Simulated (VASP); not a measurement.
# Ti (I4/mmm) in VASP: notebook

The runs below take Ti through single point, with r2SCAN.

Everything below comes from runs of VASP 6.6.1. Logs are shortened: lines on timing, memory, paths and dates and some standing lists are left out, and cuts for length are marked.

## (1) The cell of the first run

Symmetry: I4/mmm, No. 139, tetragonal system. The conventional cell has a = 3.252 Å, b = 3.252 Å, c = 2.927 Å, α = 90.00°, β = 90.00°, γ = 90.00°. Within 3.6 Å of Ti (site symmetry 4/mmm) lie 14 Ti at 2.73 to 3.25 Å.

## (2) Single point, r2SCAN (strain -0.1000 x Voigt [1, 0, 0, 0, 0, 0])

Input file POSCAR:

```
Ti
1.0
   -1.4633053825      1.6258948694      1.6258948694
    1.4633053825     -1.6258948694      1.6258948694
    1.4633053825      1.6258948694     -1.6258948694
Ti
1
Direct
    0.0000000000      0.0000000000      0.0000000000
```

Input file INCAR.step1:

```
SYSTEM = Ti
PREC = Accurate
ENCUT = 520
ISMEAR = 0
SIGMA = 0.15
LREAL = .FALSE.
LASPH = .TRUE.
NELM = 100
NBANDS = 12
GGA = PE
ALGO = Normal
EDIFF = 1E-4
LWAVE = .TRUE.
LCHARG = .FALSE.
```

Input file INCAR.step2:

```
SYSTEM = Ti
PREC = Accurate
ENCUT = 520
EDIFF = 1E-7
ISMEAR = 0
SIGMA = 0.15
LREAL = .FALSE.
LASPH = .TRUE.
NELM = 100
ALGO = Normal
ISIF = 2
LWAVE = .FALSE.
LCHARG = .FALSE.
METAGGA = R2SCAN
LMIXTAU = .TRUE.
NBANDS = 12
ISTART = 1
```

Input file KPOINTS:

```
regular mesh
0
G
  26 26 26
  0 0 0
```

Potentials or basis: VASP PAW PBE potentials, release 64 (Ti_sv).

Command:

```console
cat potpaw_PBE.64/Ti_sv/POTCAR > POTCAR
cp INCAR.step1 INCAR
mpirun -np 1 vasp_std > vasp.out
cp INCAR.step2 INCAR
mpirun -np 1 vasp_std > vasp.out
```

OUTCAR:

```text
SYSTEM = Ti
   PREC = Accurate
   ENCUT = 520
   EDIFF = 1E-7
   ISMEAR = 0
   LREAL = .FALSE.
   LASPH = .TRUE.
   NELM = 100
   ISIF = 2
   METAGGA = R2SCAN
   ISTART = 1

 ion  position               nearest neighbor table
   1  0.000  0.000  0.000-

  LATTYP: Found a body centered tetragonal cell.
 ALAT       =     3.2517897388
 C/A-ratio  =     0.9000000000

  Lattice vectors:

 A1 = (  -1.4633053825,   1.6258948694,  -1.6258948694)
 A2 = (  -1.4633053825,  -1.6258948694,   1.6258948694)
 A3 = (   1.4633053825,   1.6258948694,   1.6258948694)

Analysis of symmetry for initial positions (statically):
=====================================================================
 Subroutine PRICEL returns:
 Original cell was already a primitive cell.

 Routine SETGRP: Setting up the symmetry group for a
 body centered tetragonal supercell.

 Subroutine GETGRP returns: Found 16 space group operations
 (whereof 16 operations were pure point group operations)
 out of a pool of 16 trial point group operations.

The static configuration has the point symmetry D_4h.

Analysis of symmetry for dynamics (positions and initial velocities):
=====================================================================
 Subroutine PRICEL returns:
 Original cell was already a primitive cell.

 Routine SETGRP: Setting up the symmetry group for a
 body centered tetragonal supercell.

 Subroutine GETGRP returns: Found 16 space group operations
 (whereof 16 operations were pure point group operations)
 out of a pool of 16 trial point group operations.

The dynamic configuration has the point symmetry D_4h.

 Subroutine INISYM returns: Found 16 space group operations
 (whereof 16 operations are pure point group operations),
 and found     1 'primitive' translations

----------------------------------------------------------------------------------------

                                     Primitive cell

  volume of cell :      15.4732

  direct lattice vectors                    reciprocal lattice vectors
    -1.463305382  1.625894869  1.625894869     0.000000000  0.307522958  0.307522958
     1.463305382 -1.625894869  1.625894869     0.341692176  0.000000000  0.307522958
     1.463305382  1.625894869 -1.625894869     0.341692176  0.307522958  0.000000000

  length of vectors
     2.725496449  2.725496449  2.725496449     0.434903138  0.459699807  0.459699807

  position of ions in fractional coordinates (direct lattice)
     0.000000000  0.000000000  0.000000000

  ion indices of the primitive-cell ions
   primitive index   ion index
                 1           1

----------------------------------------------------------------------------------------

 KPOINTS: regular mesh

Automatic generation of k-mesh.
 Grid dimensions read from file:
 generate k-points for:   26   26   26

 Generating k-lattice:

  Cartesian coordinates                     Fractional coordinates (reciprocal lattice)
     0.000000000  0.011827806  0.011827806     0.038461538  0.000000000  0.000000000
     0.013142007  0.000000000  0.011827806    -0.000000000  0.038461538  0.000000000
     0.013142007  0.011827806  0.000000000    -0.000000000  0.000000000  0.038461538

  Length of vectors
     0.016727044  0.017680762  0.017680762

  Shift w.r.t. Gamma in fractional coordinates (k-lattice)
     0.000000000  0.000000000  0.000000000

 Subroutine IBZKPT returns following result:
 ===========================================

 Found   1330 irreducible k-points:

 Following reciprocal coordinates:
            Coordinates               Weight
  0.000000  0.000000  0.000000      1.000000
  0.038462  0.000000  0.000000      4.000000
  0.076923  0.000000  0.000000      4.000000
  0.115385  0.000000  0.000000      4.000000
  0.153846  0.000000  0.000000      4.000000
  0.192308  0.000000  0.000000      4.000000
[... 16 lines left out ...]
  0.307692  0.038462  0.000000     16.000000
  0.346154  0.038462  0.000000     16.000000
 [... further k-points ...]
   k-points           NKPTS =   1330   k-points in BZ     NKDIM =   1330   number of bands    NBANDS=     12
   number of dos      NEDOS =    301   number of ions     NIONS =      1
   total plane-waves  NPLWV =   8000
   dimension x,y,z NGX =    20 NGY =   20 NGZ =   20
   dimension x,y,z NGXF=    40 NGYF=   40 NGZF=   40
   ions per type =               1
   NGX,Y,Z   is equivalent  to a cutoff of  12.20, 12.20, 12.20 a.u.
   NGXF,Y,Z  is equivalent  to a cutoff of  24.40, 24.40, 24.40 a.u.
 SYSTEM =  Ti
   PREC   = accura    normal or accurate (medium, high low for compatibility)
   ISTART =      1    job   : 0-new  1-cont  2-samecut
   ICHARG =      0    charge: 1-file 2-atom 10-const
   ISPIN  =      1    spin polarized calculation?
   LNONCOLLINEAR =      F non collinear calculations
   LSORBIT =      F    spin-orbit coupling
   LASPH  =      T    aspherical Exc in radial PAW
   ENCUT  =  520.0 eV  38.22 Ry    6.18 a.u.   5.07  5.07  5.07*2*pi/ulx,y,z
   NELM   =    100;   NELMIN=  2; NELMDL=  0     # of ELM steps
   EDIFF  = 0.1E-06   stopping-criterion for ELM
   LREAL  =      F    real-space projection
   EDIFFG = 0.1E-05   stopping-criterion for IOM
   NSW    =      0    number of steps for IOM
   IBRION =     -1    ionic relax: 0-MD 1-quasi-New 2-CG
   NFREE  =      0    steps in history (QN), initial steepest desc. (CG)
   ISIF   =      2    stress and relaxation
   ISYM   =      2    0-nonsym 1-usesym 2-fastsym
   POTIM  = 0.5000    time-step for ionic-motion
   TEBEG  =    0.0;   TEEND  =   0.0 temperature during run
   PSTRESS=    0.0 pullay stress
   NELECT =      12.0000    total number of electrons
   NUPDOWN=      -1.0000    fix difference up-down
   EMIN   =  10.00;   EMAX   =-10.00  energy-range for DOS
   EFERMI =   0.00;   METHOD = LEGACY
   ISMEAR =     0;   SIGMA  =   0.15  broadening in eV -4-tet -1-fermi 0-gaus
   EFERMI_NEDOS =   21; number of points for ismear=-14 and -15
   IALGO  =     38    algorithm
   IMIX   =      4    mixing-type and parameters
     AMIX     =   0.40;   BMIX     =  1.00
     AMIX_MAG =   1.60;   BMIX_MAG =  1.00
  volume/ion in A,a.u.               =      15.47       104.42
  Fermi-wavevector in a.u.,A,eV,Ry     =   1.504095  2.842328 30.780487  2.262302
  Thomas-Fermi vector in A             =   2.615119
   LORBIT       =      0    0 simple, 1 ext, 2 COOP (PROOUT), +10 PAW based schemes
   METAGGA = R2SCAN    functional components
   LHFCALC =     F    Hartree Fock is set to
   AEXX    =    0.0000 exact exchange contribution
   IVDW    =     0    specifies the selected vdW correction
   LEPSILON=     F    determine dielectric tensor
   LRPA    =     F    only Hartree local field effects (RPA)
 non-spin polarized calculation
 Gauss-broadening in eV      SIGMA  =   0.15
  energy-cutoff  :      520.00
  volume of cell :       15.47
 maximum number of plane-waves:       434
   NGX = 11   NGY = 11   NGZ = 11

 number of electron      12.0000004 magnetization

 Free energy of the ion-electron system (eV)
  ---------------------------------------------------
  ext. energy  EPLUGINS =         0.00000000
  ---------------------------------------------------
  free energy    TOTEN  =       -12.76063211 eV

  energy without entropy =      -12.74082152  energy(sigma->0) =      -12.75072682

 E-fermi :   9.4250     XC(G=0): -13.0057

 val. band max:        9.4244860351   @ k =   0.3077  -0.1154   0.0769
 cond. band min:       9.4269852406   @ k =   0.2692   0.3846   0.0385
 fundamental gap:      0.0024992055
 Fermi energy:         9.4249741345

 k-point     1 :       0.0000    0.0000    0.0000
  band No.  band energies     occupation
      1     -49.2822      2.00000
      2     -23.9266      2.00000
      3     -23.9266      2.00000
      4     -23.9111      2.00000
      5       2.8486      2.00000
      6      10.0245      0.00000
      7      11.0450      0.00000
      8      11.0451      0.00000
      9      12.0042      0.00000
     10      13.1942      0.00000
     11      27.6527      0.00000
     12      27.6527      0.00000

 k-point     2 :       0.0385    0.0000    0.0000
  band No.  band energies     occupation
      1     -49.2793      2.00000
      2     -23.9420      2.00000
      3     -23.9261      2.00000
      4     -23.9148      2.00000
      5       2.9035      2.00000
      6      10.0246      0.00000
      7      11.0234      0.00000
      8      11.0850      0.00000
      9      11.9697      0.00000
     10      13.1856      0.00000
     11      27.6040      0.00000
     12      27.6766      0.00000

 k-point     3 :       0.0769    0.0000    0.0000
  band No.  band energies     occupation
      1     -49.2709      2.00000
      2     -23.9870      2.00000
      3     -23.9254      2.00000
      4     -23.9247      2.00000
      5       3.0660      2.00000
      6      10.0203      0.00000
      7      10.9605      0.00000
      8      11.2036      0.00000
      9      11.8770      0.00000
     10      13.1612      0.00000
     11      27.4318      0.00000
     12      27.7325      0.00000
[... 286 lines left out ...]
 k-point    23 :       0.3077    0.0385    0.0000
  band No.  band energies     occupation
      1     -49.1346      2.00000
      2     -24.6723      2.00000
      3     -24.0956      2.00000
      4     -23.9078      2.00000
      5       5.8251      2.00000
      6       9.4491      0.82013
      7      10.0470      0.00000
      8      11.8034      0.00000
      9      12.9169      0.00000
     10      13.4166      0.00000
     11      22.1611      0.00000
     12      26.0369      0.00000

 k-point    24 :       0.3462    0.0385    0.0000
  band No.  band energies     occupation
      1     -49.1146      2.00000
      2     -24.7679      2.00000
      3     -24.1201      2.00000
      4     -23.9046      2.00000
      5       6.1737      2.00000
      6       9.5360      0.29511
      7       9.9293      0.00000
      8      11.8869      0.00000
      9      12.9016      0.00000
     10      13.8050      0.00000
     11      21.2008      0.00000
     12      25.6286      0.00000

 [... further k-points ...]
[... 5 lines left out ...]
  --------------------------------------------------------------------------------------
  -------------------------------------------------------------------------------------
  Total        1.2882349      1.4711588      1.4711588      0.0000000      0.0000000      0.0000000
  in kB      133.3907597    152.3316836    152.3316836      0.0000000      0.0000000      0.0000000
  external PRESSURE =     146.0180423 kB  Pullay stress =       0.0000000 kB

 VOLUME and BASIS-vectors are now :
 -----------------------------------------------------------------------------
  energy-cutoff  :      520.00
  volume of cell :       15.47
      direct lattice vectors                 reciprocal lattice vectors
    -1.463305382  1.625894869  1.625894869     0.000000000  0.307522958  0.307522958
     1.463305382 -1.625894869  1.625894869     0.341692176  0.000000000  0.307522958
     1.463305382  1.625894869 -1.625894869     0.341692176  0.307522958  0.000000000

 POSITION                                       TOTAL-FORCE (eV/Angst)
 -----------------------------------------------------------------------------------
      0.00000      0.00000      0.00000         0.000000     -0.000000     -0.000000
 -----------------------------------------------------------------------------------
    total drift:                                0.000000     -0.000000      0.000000

  FREE ENERGIE OF THE ION-ELECTRON SYSTEM (eV)
  ---------------------------------------------------
  free  energy   TOTEN  =       -12.7606321143 eV

  energy  without entropy=      -12.7408215209  energy(sigma->0) =      -12.75072682
```

Run time: 29 min. Hardware: 1 thread of Oxide Virtual Turin-like, shared host; peak memory 0.3 GiB.

What came out:

```
Free energy            : -12.7606 eV
Pressure               : 14.6 GPa
Band gap on the k mesh : zero (bands 6 and 7 overlap by 1.81 eV)
```

Levels at points of the mesh, in eV from the Fermi level:
```csv
k point,band 4,band 5,band 6,band 7,band 8,band 9
"(0.00, 0.00, 0.00)",-33.34,-6.58,0.60,1.62,1.62,2.58
"(0.50, 0.00, 0.00)",-33.32,-2.89,0.32,0.80,2.54,3.44
"(0.00, 0.50, 0.00)",-33.41,-2.93,-0.85,1.70,3.28,4.22
"(0.50, 0.50, 0.50)",-33.86,-2.90,-2.59,4.66,4.66,4.82
```

Caveat: the cell differs from its parent crystal (strain -0.1000 x Voigt [1, 0, 0, 0, 0, 0]); the cell stands under pressure; the PAW data sets were made with another functional, which shifts forces and pressure a little.

## (3) Single point, r2SCAN (strain -0.0750 x Voigt [1, 0, 0, 0, 0, 0])

Input file POSCAR:

```
Ti
1.0
   -1.5039527542      1.6258948694      1.6258948694
    1.5039527542     -1.6258948694      1.6258948694
    1.5039527542      1.6258948694     -1.6258948694
Ti
1
Direct
    0.0000000000      0.0000000000      0.0000000000
```

Input file INCAR.step1:

```
SYSTEM = Ti
  PREC = Accurate
  ENCUT = 520
  ISMEAR = 0
  SIGMA = 0.15
  LREAL = .False.
  LASPH = .True.
  NELM = 80
  NBANDS = 12
  GGA = PE
  ALGO = Normal
  EDIFF = 1E-4
  LWAVE = .True.
  LCHARG = .False.
```

Input file INCAR.step2:

```
SYSTEM = Ti
  PREC = Accurate
  ENCUT = 520
  EDIFF = 1E-6
  ISMEAR = 0
  SIGMA = 0.15
  LREAL = .False.
  LASPH = .True.
  NELM = 80
  ALGO = Normal
  ISIF = 2
  LWAVE = .False.
  LCHARG = .False.
  METAGGA = R2SCAN
  LMIXTAU = .True.
  NBANDS = 12
  ISTART = 1
```

Input file KPOINTS:

```
regular mesh
0
Gamma
  26 26 26
  0 0 0
```

Potentials or basis: VASP PAW PBE potentials, release 64 (Ti_sv).

Command:

```console
cat potpaw_PBE.64/Ti_sv/POTCAR > POTCAR
cp INCAR.step1 INCAR
mpirun -np 1 vasp_std > vasp.out
cp INCAR.step2 INCAR
mpirun -np 1 vasp_std > vasp.out
```

OUTCAR:

```text
SYSTEM = Ti
   PREC = Accurate
   ENCUT = 520
   EDIFF = 1E-6
   ISMEAR = 0
   LREAL = .False.
   LASPH = .True.
   NELM = 80
   ISIF = 2
   METAGGA = R2SCAN
   ISTART = 1

 ion  position               nearest neighbor table
   1  0.000  0.000  0.000-

  LATTYP: Found a body centered tetragonal cell.
 ALAT       =     3.2517897388
 C/A-ratio  =     0.9250000000

  Lattice vectors:

 A1 = (  -1.5039527542,   1.6258948694,  -1.6258948694)
 A2 = (  -1.5039527542,  -1.6258948694,   1.6258948694)
 A3 = (   1.5039527542,   1.6258948694,   1.6258948694)

Analysis of symmetry for initial positions (statically):
=====================================================================
 Subroutine PRICEL returns:
 Original cell was already a primitive cell.

 Routine SETGRP: Setting up the symmetry group for a
 body centered tetragonal supercell.

 Subroutine GETGRP returns: Found 16 space group operations
 (whereof 16 operations were pure point group operations)
 out of a pool of 16 trial point group operations.

The static configuration has the point symmetry D_4h.

Analysis of symmetry for dynamics (positions and initial velocities):
=====================================================================
 Subroutine PRICEL returns:
[... 161 lines left out ...]

 k-point     1 :       0.0000    0.0000    0.0000
  band No.  band energies     occupation
      1     -49.6476      2.00000
      2     -24.3334      2.00000
      3     -24.3333      2.00000
      4     -24.3299      2.00000
      5       2.5763      2.00000
      6       9.8574      0.00000
      7      10.5806      0.00000
      8      10.5806      0.00000
      9      11.8138      0.00000
     10      12.6594      0.00000
     11      27.3083      0.00000
     12      27.3083      0.00000
[... 331 lines left out ...]
 k-point    24 :       0.3462    0.0385    0.0000
  band No.  band energies     occupation
      1     -49.4938      2.00000
      2     -25.1067      2.00000
      3     -24.5341      2.00000
      4     -24.3201      2.00000
      5       5.9083      2.00000
      6       9.2672      0.11662
      7       9.4237      0.00233
      8      11.6923      0.00000
      9      12.5244      0.00000
     10      13.3410      0.00000
     11      20.7277      0.00000
     12      24.9152      0.00000

 [... further k-points ...]
[... 5 lines left out ...]
  --------------------------------------------------------------------------------------
  -------------------------------------------------------------------------------------
  Total        0.8621997      1.1289286      1.1289286      0.0000000      0.0000000      0.0000000
  in kB       86.8639069    113.7360048    113.7360048      0.0000000      0.0000000      0.0000000
  external PRESSURE =     104.7786388 kB  Pullay stress =       0.0000000 kB

 VOLUME and BASIS-vectors are now :
 -----------------------------------------------------------------------------
  energy-cutoff  :      520.00
  volume of cell :       15.90
      direct lattice vectors                 reciprocal lattice vectors
    -1.503952754  1.625894869  1.625894869     0.000000000  0.307522958  0.307522958
     1.503952754 -1.625894869  1.625894869     0.332457252  0.000000000  0.307522958
     1.503952754  1.625894869 -1.625894869     0.332457252  0.307522958  0.000000000

 POSITION                                       TOTAL-FORCE (eV/Angst)
 -----------------------------------------------------------------------------------
      0.00000      0.00000      0.00000        -0.000000     -0.000000      0.000000
 -----------------------------------------------------------------------------------
    total drift:                               -0.000000     -0.000000      0.000000

  FREE ENERGIE OF THE ION-ELECTRON SYSTEM (eV)
  ---------------------------------------------------
  free  energy   TOTEN  =       -12.7904382780 eV

  energy  without entropy=      -12.7690683120  energy(sigma->0) =      -12.77975330
```

OUTCAR.step1:

```text
SYSTEM = Ti
   PREC = Accurate
   ENCUT = 520
   ISMEAR = 0
   LREAL = .False.
   LASPH = .True.
   NELM = 80
[... 577 lines left out ...]
 -----------------------------------------------------------------------------------
      0.00000      0.00000      0.00000         0.000000      0.000000      0.000000
 -----------------------------------------------------------------------------------
    total drift:                                0.000000     -0.000000      0.000000

  FREE ENERGIE OF THE ION-ELECTRON SYSTEM (eV)
  ---------------------------------------------------
  free  energy   TOTEN  =        -7.7053194666 eV

  energy  without entropy=       -7.6823435741  energy(sigma->0) =       -7.69383152
```

Wall time 24 min (1 thread of Oxide Virtual Turin-like, shared host); peak memory 0.3 GiB.

What came out:

| Item | Value |
| --- | --- |
| Free energy | -12.7904 eV |
| Pressure | 10.5 GPa |
| Band gap on the k mesh | zero (bands 6 and 7 overlap by 1.94 eV) |

Levels at points of the mesh, in eV from the Fermi level:
```csv
k point,band 4,band 5,band 6,band 7,band 8,band 9
"(0.00, 0.00, 0.00)",-33.43,-6.52,0.76,1.48,1.48,2.71
"(0.50, 0.00, 0.00)",-33.41,-2.82,0.13,0.85,2.67,3.42
"(0.00, 0.50, 0.00)",-33.47,-2.84,-0.71,1.49,3.23,3.94
"(0.50, 0.50, 0.50)",-33.95,-2.73,-2.52,4.53,4.53,4.65
```

Caveat: the cell differs from its parent crystal (strain -0.0750 x Voigt [1, 0, 0, 0, 0, 0]); the cell stands under pressure; the PAW data sets were made with another functional, which shifts forces and pressure a little.
